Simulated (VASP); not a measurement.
The system is HfN.

```
Hf N
1.0
     0.00000    2.25600    2.25600
     2.25600    0.00000    2.25600
     2.25600    2.25600    0.00000
Hf N
1 1
Direct
  0.00000 0.00000 0.00000
  0.50000 0.50000 0.50000
```

Base run:

| Quantity | Value |
| --- | --- |
| Program | VASP 6.6.1 |
| Functional | revPBE |
| Potentials or basis | VASP PAW PBE potentials, release 64 (Hf_pv, N) |
| Cutoff | 600 eV |
| k mesh | 10 × 10 × 10 |
| Occupations | fermi-dirac, width 0.05 eV |
| Spin | no spin polarisation |

Its results: pressure 7.5 GPa.

Q: The run is repeated on the same cell with these changes: functional from revPBE to PBEsol; cutoff from 600 eV to 520 eV. What comes out?

A: Pressure -4.1 GPa.

PBEsol binds more tightly than revPBE, so the same cell stands under less pressure.

Caveats: the PAW data sets were made with another functional, which shifts forces and pressure a little.
